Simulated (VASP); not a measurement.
# Mn (Im-3m) in VASP: single point with PBE

Aim: the single point of Mn with PBE.

Everything below comes from runs of VASP 6.6.1. Logs are shortened: lines on timing, memory, paths and dates and some standing lists are left out, and cuts for length are marked.

## Step 1: The cell of the first run

It takes space group Im-3m (No. 229, cubic). Conventional cell: a = 3.081 Å, b = 3.081 Å, c = 3.081 Å, α = 90.00°, β = 90.00°, γ = 90.00°. Mn (site symmetry m-3m) has 14 Mn at 2.67 to 3.08 Å within 3.5 Å.

This isn't the form of Mn at room conditions, which is a 58-atom cubic cell.

## Step 2: Single point, PBE, collinear spin, ferromagnetic start

POSCAR

```
Mn
1.0
   -1.5405000000      1.5405000000      1.5405000000
    1.5405000000     -1.5405000000      1.5405000000
    1.5405000000      1.5405000000     -1.5405000000
Mn
1
Direct
    0.0000000000      0.0000000000      0.0000000000
```

INCAR.step1

```
  PREC = Accurate
  ENCUT = 520
  EDIFF = 1E-6
  ISMEAR = -1
  SIGMA = 0.03
  LREAL = False
  LASPH = True
  NELM = 150
  ALGO = Normal
  ISIF = 2
  LWAVE = False
  LCHARG = True
  ISPIN = 2
  MAGMOM = 4
  LMAXMIX = 4
  GGA = PE
  NBANDS = 16
```

KPOINTS.step1

```
Automatic mesh
0
Gamma
  19 19 19
```

INCAR.step2

```
  PREC = Accurate
  ENCUT = 520
  EDIFF = 1E-6
  ISMEAR = -5
  SIGMA = 0.03
  LREAL = False
  LASPH = True
  NELM = 150
  ALGO = Normal
  ISIF = 2
  LWAVE = False
  LCHARG = False
  ISPIN = 2
  MAGMOM = 4
  LORBIT = 10
  LMAXMIX = 4
  GGA = PE
  NEDOS = 2001
  ICHARG = 11
```

KPOINTS.step2

```
Automatic mesh
0
Gamma
  29 29 29
```

Potentials or basis: VASP PAW PBE potentials, release 64 (Mn_pv).

Command:

```bash
> cat potpaw_PBE.64/Mn_pv/POTCAR > POTCAR
> cp INCAR.step1 INCAR
> cp KPOINTS.step1 KPOINTS
> mpirun -np 1 vasp_std > vasp.out
> cp INCAR.step2 INCAR
> cp KPOINTS.step2 KPOINTS
> mpirun -np 1 vasp_std > vasp.out
```

OUTCAR:

```text
PREC = Accurate
   ENCUT = 520
   EDIFF = 1E-6
   ISMEAR = -5
   LREAL = False
   LASPH = True
   NELM = 150
   ISIF = 2
   ISPIN = 2
   LORBIT = 10
   GGA = PE
   ICHARG = 11

 ion  position               nearest neighbor table
   1  0.000  0.000  0.000-

  LATTYP: Found a body centered cubic cell.
 ALAT       =     3.0810000000

  Lattice vectors:

 A1 = (  -1.5405000000,   1.5405000000,   1.5405000000)
 A2 = (   1.5405000000,  -1.5405000000,   1.5405000000)
 A3 = (   1.5405000000,   1.5405000000,  -1.5405000000)

Analysis of symmetry for initial positions (statically):
=====================================================================
 Subroutine PRICEL returns:
 Original cell was already a primitive cell.

 Routine SETGRP: Setting up the symmetry group for a
 body centered cubic supercell.

 Subroutine GETGRP returns: Found 48 space group operations
 (whereof 48 operations were pure point group operations)
 out of a pool of 48 trial point group operations.

The static configuration has the point symmetry O_h .

Analysis of symmetry for dynamics (positions and initial velocities):
=====================================================================
 Subroutine PRICEL returns:
 Original cell was already a primitive cell.

 Routine SETGRP: Setting up the symmetry group for a
 body centered cubic supercell.

 Subroutine GETGRP returns: Found 48 space group operations
 (whereof 48 operations were pure point group operations)
 out of a pool of 48 trial point group operations.

The dynamic configuration has the point symmetry O_h .

Analysis of structural, dynamic, and magnetic symmetry:
=====================================================================
 Subroutine PRICEL returns:
 Original cell was already a primitive cell.

 Routine SETGRP: Setting up the symmetry group for a
 body centered cubic supercell.

 Subroutine GETGRP returns: Found 48 space group operations
 (whereof 48 operations were pure point group operations)
 out of a pool of 48 trial point group operations.

The overall configuration has the point symmetry O_h .

 Subroutine INISYM returns: Found 48 space group operations
 (whereof 48 operations are pure point group operations),
 and found     1 'primitive' translations

----------------------------------------------------------------------------------------

                                     Primitive cell

  volume of cell :      14.6233

  direct lattice vectors                    reciprocal lattice vectors
    -1.540500000  1.540500000  1.540500000     0.000000000  0.324569945  0.324569945
     1.540500000 -1.540500000  1.540500000     0.324569945  0.000000000  0.324569945
     1.540500000  1.540500000 -1.540500000     0.324569945  0.324569945  0.000000000

  length of vectors
     2.668224269  2.668224269  2.668224269     0.459011218  0.459011218  0.459011218

  position of ions in fractional coordinates (direct lattice)
     0.000000000  0.000000000  0.000000000

  ion indices of the primitive-cell ions
   primitive index   ion index
                 1           1

----------------------------------------------------------------------------------------

 KPOINTS: Automatic mesh

Automatic generation of k-mesh.
 Grid dimensions read from file:
 generate k-points for:   29   29   29

 Generating k-lattice:

  Cartesian coordinates                     Fractional coordinates (reciprocal lattice)
     0.000000000  0.011192067  0.011192067     0.034482759  0.000000000  0.000000000
     0.011192067  0.000000000  0.011192067     0.000000000  0.034482759  0.000000000
     0.011192067  0.011192067  0.000000000     0.000000000  0.000000000  0.034482759

  Length of vectors
     0.015827973  0.015827973  0.015827973

  Shift w.r.t. Gamma in fractional coordinates (k-lattice)
     0.000000000  0.000000000  0.000000000

 TETIRR: Found  29434 inequivalent tetrahedra from   146334

 Subroutine IBZKPT returns following result:
 ===========================================

 Found    680 irreducible k-points:

 Following reciprocal coordinates:
            Coordinates               Weight
  0.000000  0.000000  0.000000      1.000000
  0.034483  0.000000  0.000000     12.000000
  0.068966  0.000000  0.000000     12.000000
  0.103448  0.000000  0.000000     12.000000
  0.137931  0.000000  0.000000     12.000000
  0.172414  0.000000  0.000000     12.000000
[... 16 lines left out ...]
  0.275862  0.034483  0.000000     48.000000
  0.310345  0.034483  0.000000     48.000000
 [... further k-points ...]
   k-points           NKPTS =    680   k-points in BZ     NKDIM =    680   number of bands    NBANDS=     12
   number of dos      NEDOS =   2001   number of ions     NIONS =      1
   total plane-waves  NPLWV =   8000
   dimension x,y,z NGX =    20 NGY =   20 NGZ =   20
   dimension x,y,z NGXF=    40 NGYF=   40 NGZF=   40
   ions per type =               1
   NGX,Y,Z   is equivalent  to a cutoff of  12.46, 12.46, 12.46 a.u.
   NGXF,Y,Z  is equivalent  to a cutoff of  24.92, 24.92, 24.92 a.u.
 SYSTEM =  unknown system
   PREC   = accura    normal or accurate (medium, high low for compatibility)
   ISTART =      0    job   : 0-new  1-cont  2-samecut
   ICHARG =     11    charge: 1-file 2-atom 10-const
   ISPIN  =      2    spin polarized calculation?
   LNONCOLLINEAR =      F non collinear calculations
   LSORBIT =      F    spin-orbit coupling
   LASPH  =      T    aspherical Exc in radial PAW
   ENCUT  =  520.0 eV  38.22 Ry    6.18 a.u.   4.96  4.96  4.96*2*pi/ulx,y,z
   NELM   =    150;   NELMIN=  2; NELMDL=  0     # of ELM steps
   EDIFF  = 0.1E-05   stopping-criterion for ELM
   LREAL  =      F    real-space projection
   EDIFFG = 0.1E-04   stopping-criterion for IOM
   NSW    =      0    number of steps for IOM
   IBRION =     -1    ionic relax: 0-MD 1-quasi-New 2-CG
   NFREE  =      0    steps in history (QN), initial steepest desc. (CG)
   ISIF   =      2    stress and relaxation
   ISYM   =      2    0-nonsym 1-usesym 2-fastsym
   POTIM  = 0.5000    time-step for ionic-motion
   TEBEG  =    0.0;   TEEND  =   0.0 temperature during run
   PSTRESS=    0.0 pullay stress
   NELECT =      13.0000    total number of electrons
   NUPDOWN=      -1.0000    fix difference up-down
   EMIN   =  10.00;   EMAX   =-10.00  energy-range for DOS
   EFERMI =   0.00;   METHOD = LEGACY
   ISMEAR =    -5;   SIGMA  =   0.03  broadening in eV -4-tet -1-fermi 0-gaus
   EFERMI_NEDOS =   21; number of points for ismear=-14 and -15
   IALGO  =     38    algorithm
   IMIX   =      4    mixing-type and parameters
     AMIX     =   0.40;   BMIX     =  1.00
     AMIX_MAG =   1.60;   BMIX_MAG =  1.00
  volume/ion in A,a.u.               =      14.62        98.68
  Fermi-wavevector in a.u.,A,eV,Ry     =   1.574131  2.974677 33.713725  2.477889
  Thomas-Fermi vector in A             =   2.675311
   LORBIT       =     10    0 simple, 1 ext, 2 COOP (PROOUT), +10 PAW based schemes
   GGA     = PE    functional components
   LHFCALC =     F    Hartree Fock is set to
   AEXX    =    0.0000 exact exchange contribution
   IVDW    =     0    specifies the selected vdW correction
   LEPSILON=     F    determine dielectric tensor
   LRPA    =     F    only Hartree local field effects (RPA)
 spin polarized calculation
 Fermi weights with tetrahedron method with Bloechl corrections
  energy-cutoff  :      520.00
  volume of cell :       14.62
 maximum number of plane-waves:       410

 number of electron      12.9999990 magnetization       2.7891442

 Free energy of the ion-electron system (eV)
  ---------------------------------------------------
  ext. energy  EPLUGINS =         0.00000000
  ---------------------------------------------------
  free energy    TOTEN  =        -8.32606724 eV

  energy without entropy =       -8.32606724  energy(sigma->0) =       -8.32606724

 E-fermi :   6.9055     XC(G=0): -12.1801

 val. band max:        6.9290425395   @ k =  -0.3793   0.3793   0.0690
 cond. band min:       6.8913979012   @ k =  -0.3793   0.3793   0.3448
 fundamental gap:     -0.0376446383
 Fermi energy:         6.9055231917

 spin component 1

 k-point     1 :       0.0000    0.0000    0.0000
  band No.  band energies     occupation
      1     -41.8065      1.00000
      2     -41.8065      1.00000
      3     -41.8065      1.00000
      4      -0.4054      1.00000
      5       5.2194      1.00000
      6       5.2194      1.00000
      7       5.2194      1.00000
      8       6.3433      1.00000
      9       6.3433      1.00000
     10      28.0473      0.00000
     11      28.0473      0.00000
     12      28.0473      0.00000

 k-point     2 :       0.0345    0.0000    0.0000
  band No.  band energies     occupation
      1     -41.8097      1.00000
      2     -41.8076      1.00000
      3     -41.8065      1.00000
      4      -0.3638      1.00000
      5       5.2082      1.00000
      6       5.2187      1.00000
      7       5.2411      1.00000
      8       6.3317      1.00000
      9       6.3441      1.00000
     10      27.7925      0.00000
     11      28.0024      0.00000
     12      28.0265      0.00000

 k-point     3 :       0.0690    0.0000    0.0000
  band No.  band energies     occupation
      1     -41.8190      1.00000
      2     -41.8107      1.00000
      3     -41.8065      1.00000
      4      -0.2395      1.00000
      5       5.1755      1.00000
      6       5.2154      1.00000
      7       5.3058      1.00000
      8       6.2995      1.00000
      9       6.3465      1.00000
     10      27.0861      0.00000
     11      27.8419      0.00000
     12      27.9679      0.00000
[... 286 lines left out ...]
 k-point    23 :       0.2759    0.0345    0.0000
  band No.  band energies     occupation
      1     -41.9759      1.00000
      2     -41.8644      1.00000
      3     -41.8072      1.00000
      4       2.1225      1.00000
      5       4.6445      1.00000
      6       5.1226      1.00000
      7       6.2070      1.00000
      8       6.4300      1.00000
      9       6.5603      1.00724
     10      18.5221      0.00000
     11      23.9687      0.00000
     12      25.6848      0.00000

 k-point    24 :       0.3103    0.0345    0.0000
  band No.  band energies     occupation
      1     -42.0019      1.00000
      2     -41.8737      1.00000
      3     -41.8071      1.00000
      4       2.4915      1.00000
      5       4.5583      1.00000
      6       5.2859      1.00000
      7       6.2542      1.00000
      8       6.4510      1.00000
      9       6.8045      0.88287
     10      17.1864      0.00000
     11      23.4803      0.00000
     12      25.0241      0.00000

 [... further k-points ...]

 spin component 2

 k-point     1 :       0.0000    0.0000    0.0000
  band No.  band energies     occupation
      1     -38.8485      1.00000
      2     -38.8485      1.00000
      3     -38.8485      1.00000
      4       0.0830      1.00000
      5       7.6389      0.00000
      6       7.6389      0.00000
      7       7.6389      0.00000
      8       9.2369      0.00000
      9       9.2369      0.00000
     10      28.0902      0.00000
     11      28.0902      0.00000
     12      28.0902      0.00000

 k-point     2 :       0.0345    0.0000    0.0000
  band No.  band energies     occupation
      1     -38.8520      1.00000
      2     -38.8496      1.00000
      3     -38.8485      1.00000
      4       0.1248      1.00000
      5       7.6247      0.00000
      6       7.6360      0.00000
      7       7.6628      0.00000
      8       9.2209      0.00000
      9       9.2379      0.00000
     10      27.8772      0.00000
     11      28.0539      0.00000
     12      28.0875      0.00000

 k-point     3 :       0.0690    0.0000    0.0000
  band No.  band energies     occupation
      1     -38.8624      1.00000
      2     -38.8531      1.00000
      3     -38.8484      1.00000
      4       0.2497      1.00000
      5       7.5830      0.00000
      6       7.6253      0.00000
      7       7.7339      0.00000
      8       9.1767      0.00000
      9       9.2410      0.00000
     10      27.2856      0.00000
     11      27.9237      0.00000
     12      28.0798      0.00000
[... 286 lines left out ...]
 k-point    23 :       0.2759    0.0345    0.0000
  band No.  band energies     occupation
      1     -39.0383      1.00000
      2     -38.9120      1.00000
      3     -38.8496      1.00000
      4       2.7782      1.00000
      5       6.9159      0.35378
      6       7.1251      0.00000
      7       8.9861      0.00000
      8       9.1217      0.00000
      9       9.3576      0.00000
     10      19.6044      0.00000
     11      24.3189      0.00000
     12      26.7797      0.00000

 k-point    24 :       0.3103    0.0345    0.0000
  band No.  band energies     occupation
      1     -39.0674      1.00000
      2     -38.9222      1.00000
      3     -38.8496      1.00000
      4       3.2906      1.00000
      5       6.8096      1.03387
      6       7.0724      0.00000
      7       9.0277      0.00000
      8       9.3789      0.00000
      9       9.3988      0.00000
     10      18.3781      0.00000
     11      23.8169      0.00000
     12      26.1119      0.00000

 [... further k-points ...]
[... 5 lines left out ...]
  --------------------------------------------------------------------------------------
  -------------------------------------------------------------------------------------
  Total       -1.1861870     -1.1861870     -1.1861870     -0.0000000     -0.0000000      0.0000000
  in kB     -129.9626791   -129.9626791   -129.9626791     -0.0000000     -0.0000000      0.0000000
  external PRESSURE =    -129.9626791 kB  Pullay stress =       0.0000000 kB

 VOLUME and BASIS-vectors are now :
 -----------------------------------------------------------------------------
  energy-cutoff  :      520.00
  volume of cell :       14.62
      direct lattice vectors                 reciprocal lattice vectors
    -1.540500000  1.540500000  1.540500000     0.000000000  0.324569945  0.324569945
     1.540500000 -1.540500000  1.540500000     0.324569945  0.000000000  0.324569945
     1.540500000  1.540500000 -1.540500000     0.324569945  0.324569945  0.000000000

 POSITION                                       TOTAL-FORCE (eV/Angst)
 -----------------------------------------------------------------------------------
      0.00000      0.00000      0.00000        -0.000000      0.000000      0.000000
 -----------------------------------------------------------------------------------
    total drift:                                0.000000     -0.000000     -0.000000

  FREE ENERGIE OF THE ION-ELECTRON SYSTEM (eV)
  ---------------------------------------------------
  free  energy   TOTEN  =        -8.3260672368 eV

  energy  without entropy=       -8.3260672368  energy(sigma->0) =       -8.32606724

 total charge

# of ion       s       p       d       tot
------------------------------------------
    1        0.328   6.231   4.995  11.554

 magnetization (x)

# of ion       s       p       d       tot
------------------------------------------
    1       -0.006  -0.001   2.757   2.750
```

Wall time 1.9 min (1 thread of AMD EPYC 9R45 (Zen 5), shared host); peak memory 0.37 GiB.

Results:

```yaml
Net_moment: 2.79 μB per cell
Site_moments: Mn +2.75 μB
Valence_electrons_inside_the_program's_atomic_spheres: Mn 11.55
```

Caveat: tetrahedron occupations give inexact forces and stress in metals.
